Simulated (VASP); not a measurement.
# Ti4Al12O (a cell with a defect) in VASP: notebook

Runs on Ti4Al12O (a cell with a defect). Level: PBE. Tasks: single point.

All numbers are computed with VASP 6.6.1; they aren't measurements. Logs are shortened: lines on timing, memory, paths and dates and some standing lists are left out, and cuts for length are marked.

## 1. The cell of the first run

The cell holds a defect, 17 atoms: a = 5.437 Å, b = 5.437 Å, c = 8.624 Å, α = 90.00°, β = 90.00°, γ = 90.00°.

## 2. Single point, PBE

INCAR reads:

```
SYSTEM = Ti4Al12O
ALGO = Normal
EDIFF = 1E-6
ENCUT = 520
GGA = PE
ISIF = 2
ISMEAR = 1
LASPH = .True.
LCHARG = .False.
LREAL = Auto
LWAVE = .False.
NBANDS = 59
NELM = 100
PREC = Accurate
SIGMA = 0.1
```

KPOINTS reads:

```
k-points
0
Gamma
  3 3 2
  0 0 0
```

POSCAR reads:

```
Ti4Al12O
1.0
    3.8447514400      3.8447514400      0.0000000000
   -3.8447514400      3.8447514400      0.0000000000
    0.0000000000      0.0000000000      8.6237151300
Ti Al O
4 12 1
Direct
    0.0130111142     -0.0214298639     -0.0128895723
   -0.0002160088      0.5019267253      0.4959632752
    0.5021635417      0.0009558485      0.4968994146
    0.4732044525      0.4935469899     -0.0018420135
    0.0003162753      0.0004434617      0.4926147184
   -0.0313060550      0.4974100484     -0.0342135606
    0.5196752069     -0.0117984220     -0.0094038357
    0.5034540022      0.5067514846      0.5040942256
    0.2750651158      0.2626362239      0.2803557357
    0.2439928861      0.7447420320      0.7405740918
    0.7471762596      0.2456658160      0.7403418253
    0.7609268234      0.7438633016      0.2451009766
    0.2500463333      0.2414673652      0.7392141210
    0.2624689829      0.7574489653      0.2542880843
    0.7533605345      0.2521247511      0.2441843183
    0.7428030250      0.7520860698      0.7376026346
    0.0980902162      0.2803878266      0.1050278200
```

Potentials or basis: VASP PAW PBE potentials, release 64 (Ti_sv, Al, O).

Run with:

```bash
> cat potpaw_PBE.64/Ti_sv/POTCAR potpaw_PBE.64/Al/POTCAR potpaw_PBE.64/O/POTCAR > POTCAR
> mpirun -np 1 vasp_std > vasp.out
```

OUTCAR:

```text
SYSTEM = Ti4Al12O
   EDIFF = 1E-6
   ENCUT = 520
   GGA = PE
   ISIF = 2
   ISMEAR = 1
   LASPH = .True.
   LREAL = Auto
   NELM = 100
   PREC = Accurate

 ion  position               nearest neighbor table
   1  0.013  0.979  0.987-  17 1.99   6 2.63   7 2.68   7 2.76  10 2.78   6 2.84  13 2.88  16 2.88
                            12 2.91  14 2.93  11 2.95  15 3.02
   2  1.000  0.502  0.496-   8 2.70   5 2.71   9 2.72   5 2.73   8 2.74  10 2.82  12 2.85  16 2.85
                            13 2.87  11 2.88  14 2.88  15 2.89
   3  0.502  0.001  0.497-   9 2.65   8 2.69   5 2.71   5 2.73   8 2.75  14 2.80  16 2.80  11 2.82
                            13 2.82  10 2.89  15 2.91  12 2.94
   4  0.473  0.494  0.998-   7 2.70   6 2.71   6 2.76   7 2.76  14 2.87  13 2.89  10 2.89  15 2.92
                             9 2.94  12 2.97  11 3.00  16 3.03
   5  0.000  0.000  0.493-   3 2.71   2 2.71   2 2.73   3 2.73   9 2.76  14 2.83  13 2.84  12 2.86
                            11 2.87  16 2.87  10 2.87  15 2.87
   6  0.969  0.497  0.966-  17 1.82   1 2.63  11 2.67  16 2.70   4 2.71   4 2.76  10 2.80   1 2.84
                            13 2.85  12 2.98  15 2.99  14 3.28
   7  0.520  0.988  0.991-   1 2.68   4 2.70   1 2.76   4 2.76  16 2.81  11 2.85  12 2.88  15 2.91
                            10 2.94  14 2.95  13 2.96   9 3.20
   8  0.503  0.507  0.504-   9 2.65   3 2.69   2 2.70   2 2.74  16 2.74   3 2.75  10 2.80  11 2.81
                            13 2.84  14 2.87  12 2.93  15 2.96
   9  0.275  0.263  0.280-  17 1.79  15 2.62   8 2.65   3 2.65  14 2.70   2 2.72  14 2.76   5 2.76
                            15 2.85   4 2.94   7 3.20
  10  0.244  0.745  0.741-  13 2.70  16 2.71  16 2.73  13 2.74   1 2.78   6 2.80   8 2.80   2 2.82
                             5 2.87   3 2.89   4 2.89   7 2.94
  11  0.747  0.246  0.740-   6 2.67  16 2.68  13 2.70  13 2.73  16 2.75   8 2.81   3 2.82   7 2.85
                             5 2.87   2 2.88   1 2.95   4 3.00
  12  0.761  0.744  0.245-  15 2.67  14 2.71  14 2.73  15 2.76   2 2.85   5 2.86   7 2.88   1 2.91
                             8 2.93   3 2.94   4 2.97   6 2.98
  13  0.250  0.241  0.739-  10 2.70  11 2.70  11 2.73  10 2.74   3 2.82   5 2.84   8 2.84   6 2.85
                             2 2.87   1 2.88   4 2.89   7 2.96
  14  0.262  0.757  0.254-   9 2.70  12 2.71  12 2.73   9 2.76   3 2.80   5 2.83   8 2.87   4 2.87
                             2 2.88   1 2.93   7 2.95   6 3.28
  15  0.753  0.252  0.244-  17 2.23   9 2.62  12 2.67  12 2.76   9 2.85   5 2.87   2 2.89   7 2.91
                             3 2.91   4 2.92   8 2.96   6 2.99   1 3.02
  16  0.743  0.752  0.738-  11 2.68   6 2.70  10 2.71  10 2.73   8 2.74  11 2.75   3 2.80   7 2.81
                             2 2.85   5 2.87   1 2.88   4 3.03
  17  0.098  0.280  0.105-   9 1.79   6 1.82   1 1.99  15 2.23

  LATTYP: Found a simple tetragonal cell.
 ALAT       =     5.4372996304
 C/A-ratio  =     1.5860290431

  Lattice vectors:

 A1 = (   3.8447514400,   3.8447514400,   0.0000000000)
 A2 = (  -3.8447514400,   3.8447514400,   0.0000000000)
 A3 = (   0.0000000000,   0.0000000000,   8.6237151300)

Analysis of symmetry for initial positions (statically):
=====================================================================
 Subroutine PRICEL returns:
 Original cell was already a primitive cell.

 Routine SETGRP: Setting up the symmetry group for a
 simple tetragonal supercell.

 Subroutine GETGRP returns: Found  1 space group operations
 (whereof  1 operations were pure point group operations)
 out of a pool of 16 trial point group operations.

The static configuration has the point symmetry C_1 .

Analysis of symmetry for dynamics (positions and initial velocities):
=====================================================================
 Subroutine PRICEL returns:
 Original cell was already a primitive cell.

 Routine SETGRP: Setting up the symmetry group for a
 simple tetragonal supercell.

 Subroutine GETGRP returns: Found  1 space group operations
 (whereof  1 operations were pure point group operations)
 out of a pool of 16 trial point group operations.

The dynamic configuration has the point symmetry C_1 .

 Subroutine INISYM returns: Found  1 space group operations
 (whereof  1 operations are pure point group operations),
 and found     1 'primitive' translations

----------------------------------------------------------------------------------------

                                     Primitive cell

  volume of cell :     254.9535

  direct lattice vectors                    reciprocal lattice vectors
     3.844751440  3.844751440  0.000000000     0.130047419  0.130047419  0.000000000
    -3.844751440  3.844751440  0.000000000    -0.130047419  0.130047419  0.000000000
     0.000000000  0.000000000  8.623715130     0.000000000  0.000000000  0.115959303

  length of vectors
     5.437299630  5.437299630  8.623715130     0.183914823  0.183914823  0.115959303

  position of ions in fractional coordinates (direct lattice)
     0.013011114  0.978570136  0.987110428
     0.999783991  0.501926725  0.495963275
     0.502163542  0.000955848  0.496899415
     0.473204452  0.493546990  0.998157986
     0.000316275  0.000443462  0.492614718
     0.968693945  0.497410048  0.965786439
[... 9 lines left out ...]
     0.742803025  0.752086070  0.737602635
     0.098090216  0.280387827  0.105027820

  ion indices of the primitive-cell ions
   primitive index   ion index
                 1           1
                 2           2
                 3           3
                 4           4
                 5           5
                 6           6
[... 9 lines left out ...]
                16          16
                17          17

----------------------------------------------------------------------------------------

 KPOINTS: k-points

Automatic generation of k-mesh.
 Grid dimensions read from file:
 generate k-points for:    3    3    2

 Generating k-lattice:

  Cartesian coordinates                     Fractional coordinates (reciprocal lattice)
     0.043349140  0.043349140  0.000000000     0.333333333  0.000000000  0.000000000
    -0.043349140  0.043349140  0.000000000     0.000000000  0.333333333  0.000000000
     0.000000000  0.000000000  0.057979652     0.000000000  0.000000000  0.500000000

  Length of vectors
     0.061304941  0.061304941  0.057979652

  Shift w.r.t. Gamma in fractional coordinates (k-lattice)
     0.000000000  0.000000000  0.000000000

 Subroutine IBZKPT returns following result:
 ===========================================

 Found     10 irreducible k-points:

 Following reciprocal coordinates:
            Coordinates               Weight
  0.000000  0.000000  0.000000      1.000000
  0.333333  0.000000  0.000000      2.000000
  0.000000  0.333333  0.000000      2.000000
  0.333333  0.333333  0.000000      2.000000
 -0.333333  0.333333  0.000000      2.000000
  0.000000  0.000000  0.500000      1.000000
  0.333333  0.000000  0.500000      2.000000
  0.000000  0.333333  0.500000      2.000000
  0.333333  0.333333  0.500000      2.000000
 -0.333333  0.333333  0.500000      2.000000
   k-points           NKPTS =     10   k-points in BZ     NKDIM =     10   number of bands    NBANDS=     59
   number of dos      NEDOS =    301   number of ions     NIONS =     17
   total plane-waves  NPLWV = 102400
   dimension x,y,z NGX =    40 NGY =   40 NGZ =   64
   dimension x,y,z NGXF=    80 NGYF=   80 NGZF=  128
   ions per type =               4  12   1
   NGX,Y,Z   is equivalent  to a cutoff of  12.23, 12.23, 12.34 a.u.
   NGXF,Y,Z  is equivalent  to a cutoff of  24.46, 24.46, 24.68 a.u.
 SYSTEM =  Ti4Al12O
   PREC   = accura    normal or accurate (medium, high low for compatibility)
   ISTART =      0    job   : 0-new  1-cont  2-samecut
   ICHARG =      2    charge: 1-file 2-atom 10-const
   ISPIN  =      1    spin polarized calculation?
   LNONCOLLINEAR =      F non collinear calculations
   LSORBIT =      F    spin-orbit coupling
   LASPH  =      T    aspherical Exc in radial PAW
   ENCUT  =  520.0 eV  38.22 Ry    6.18 a.u.  10.11 10.11 16.03*2*pi/ulx,y,z
   NELM   =    100;   NELMIN=  2; NELMDL= -5     # of ELM steps
   EDIFF  = 0.1E-05   stopping-criterion for ELM
   LREAL  =      T    real-space projection
   EDIFFG = 0.1E-04   stopping-criterion for IOM
   NSW    =      0    number of steps for IOM
   IBRION =     -1    ionic relax: 0-MD 1-quasi-New 2-CG
   NFREE  =      0    steps in history (QN), initial steepest desc. (CG)
   ISIF   =      2    stress and relaxation
   ISYM   =      2    0-nonsym 1-usesym 2-fastsym
   POTIM  = 0.5000    time-step for ionic-motion
   TEBEG  =    0.0;   TEEND  =   0.0 temperature during run
   PSTRESS=    0.0 pullay stress
   NELECT =      90.0000    total number of electrons
   NUPDOWN=      -1.0000    fix difference up-down
   EMIN   =  10.00;   EMAX   =-10.00  energy-range for DOS
   EFERMI =   0.00;   METHOD = LEGACY
   ISMEAR =     1;   SIGMA  =   0.10  broadening in eV -4-tet -1-fermi 0-gaus
   EFERMI_NEDOS =   21; number of points for ismear=-14 and -15
   IALGO  =     38    algorithm
   IMIX   =      4    mixing-type and parameters
     AMIX     =   0.40;   BMIX     =  1.00
     AMIX_MAG =   1.60;   BMIX_MAG =  1.00
  volume/ion in A,a.u.               =      15.00       101.21
  Fermi-wavevector in a.u.,A,eV,Ry     =   1.157005  2.186423 18.213593  1.338661
  Thomas-Fermi vector in A             =   2.293621
   LORBIT       =      0    0 simple, 1 ext, 2 COOP (PROOUT), +10 PAW based schemes
   GGA     = PE    functional components
   LHFCALC =     F    Hartree Fock is set to
   AEXX    =    0.0000 exact exchange contribution
   IVDW    =     0    specifies the selected vdW correction
   LEPSILON=     F    determine dielectric tensor
   LRPA    =     F    only Hartree local field effects (RPA)
 non-spin polarized calculation
 Methfessel and Paxton  Order N= 1 SIGMA  =   0.10
  energy-cutoff  :      520.00
  volume of cell :      254.95
 maximum number of plane-waves:      6896
   NGX = 21   NGY = 21   NGZ = 33

 number of electron      90.0000018 magnetization

 Free energy of the ion-electron system (eV)
  ---------------------------------------------------
  ext. energy  EPLUGINS =         0.00000000
  ---------------------------------------------------
  free energy    TOTEN  =       -89.26518181 eV

  energy without entropy =      -89.27058213  energy(sigma->0) =      -89.26698192

 E-fermi :   8.5869     XC(G=0): -10.8479

 val. band max:        8.5334902098   @ k =   0.3333   0.3333   0.5000
 cond. band min:       8.5926612740   @ k =  -0.3333   0.3333   0.5000
 fundamental gap:      0.0591710642
 Fermi energy:         8.5868697216

 k-point     1 :       0.0000    0.0000    0.0000
  band No.  band energies     occupation
      1     -48.3428      2.00000
      2     -48.1912      2.00000
      3     -47.8981      2.00000
      4     -47.8280      2.00000
      5     -24.8710      2.00000
      6     -24.6222      2.00000
[... 49 lines left out ...]
     56      10.6358      0.00000
     57      10.8066      0.00000

 k-point     2 :       0.3333    0.0000    0.0000
  band No.  band energies     occupation
      1     -48.3427      2.00000
      2     -48.1912      2.00000
      3     -47.8980      2.00000
      4     -47.8280      2.00000
      5     -24.8706      2.00000
      6     -24.6209      2.00000
[... 49 lines left out ...]
     56      10.4738     -0.00000
     57      10.6980      0.00000
[... 418 lines left out ...]
     56      10.9016      0.00000
     57      10.9427      0.00000

 k-point    10 :      -0.3333    0.3333    0.5000
  band No.  band energies     occupation
      1     -48.3427      2.00000
      2     -48.1912      2.00000
      3     -47.8980      2.00000
      4     -47.8280      2.00000
      5     -24.8721      2.00000
      6     -24.6207      2.00000
[... 49 lines left out ...]
     56      10.8739      0.00000
     57      10.9909      0.00000
 [bands above 57 left out]

------------------------ aborting loop because EDIFF is reached ----------------------------------------

  FORCE on cell =-STRESS in cart. coord.  units (eV):
  Direction    XX          YY          ZZ          XY          YZ          ZX
  --------------------------------------------------------------------------------------
  -------------------------------------------------------------------------------------
  Total        9.2251630      4.9117606      6.4608510     -1.4547631      3.0180211      0.5668207
  in kB       57.9727227     30.8664610     40.6012471     -9.1420149     18.9658327      3.5620118
  external PRESSURE =      43.1468103 kB  Pullay stress =       0.0000000 kB

 VOLUME and BASIS-vectors are now :
 -----------------------------------------------------------------------------
  energy-cutoff  :      520.00
  volume of cell :      254.95
      direct lattice vectors                 reciprocal lattice vectors
     3.844751440  3.844751440  0.000000000     0.130047419  0.130047419  0.000000000
    -3.844751440  3.844751440  0.000000000    -0.130047419  0.130047419  0.000000000
     0.000000000  0.000000000  8.623715130     0.000000000  0.000000000  0.115959303

 POSITION                                       TOTAL-FORCE (eV/Angst)
 -----------------------------------------------------------------------------------
     -3.71233      3.81238      8.51256         0.014195     -0.030439     -0.020252
      1.91414      5.77370      4.27705        -0.002450      0.001264     -0.003197
      1.92702      1.93437      4.28512         0.002457     -0.009852     -0.012779
     -0.07821      3.71692      8.60783         0.018151     -0.005659      0.000329
     -0.00049      0.00292      4.24817        -0.001713      0.003434      0.003021
      1.81197      5.63681      8.32867        -0.008419      0.003979     -0.005406
[... 9 lines left out ...]
     -0.03569      5.74748      6.36087         0.000309      0.001846     -0.001628
     -0.70089      1.45515      0.90573        -0.017650      0.027005      0.022721
 -----------------------------------------------------------------------------------
    total drift:                                0.009684     -0.003243     -0.034943

  FREE ENERGIE OF THE ION-ELECTRON SYSTEM (eV)
  ---------------------------------------------------
  free  energy   TOTEN  =       -89.2651818076 eV

  energy  without entropy=      -89.2705821324  energy(sigma->0) =      -89.26698192
```

It took 2.2 min on 1 thread of AMD EPYC 9R45 (Zen 5), shared host; peak memory 0.32 GiB.

Results:

- Free energy: -89.2652 eV
- Pressure: 4.3 GPa
- Largest force: 0.039 eV/Å
- Band gap on the k mesh: zero (bands 45 and 46 overlap by 0.20 eV)

Forces in eV/Å, atoms in the order of the input:
```
Ti   0.014 -0.030 -0.020
Ti  -0.002  0.001 -0.003
Ti   0.002 -0.010 -0.013
Ti   0.018 -0.006  0.000
Al  -0.002  0.003  0.003
Al  -0.008  0.004 -0.005
Al  -0.003  0.001  0.001
Al  -0.004 -0.001  0.004
Al   0.007  0.000  0.005
Al   0.000  0.003 -0.003
Al   0.001 -0.001  0.003
Al  -0.004  0.003  0.005
Al  -0.003  0.001  0.002
Al  -0.003  0.002 -0.001
Al   0.003  0.000  0.001
Al   0.000  0.002 -0.002
O   -0.018  0.027  0.023
```

Levels at points of the mesh, in eV from the Fermi level:
```tsv
k point	band 43	band 44	band 45	band 46	band 47	band 48
(0.00, 0.00, 0.00)	-0.99	-0.31	-0.17	0.32	0.54	0.68
(0.00, 0.00, 0.50)	-0.63	-0.45	0.07	0.31	0.69	0.74
```

Caveat: the k points lie up to 0.39 Å⁻¹ apart.

(Part 1 of 2 ends here.)

The gap in the log of VASP goes by the Fermi energy; the results here count the filled bands.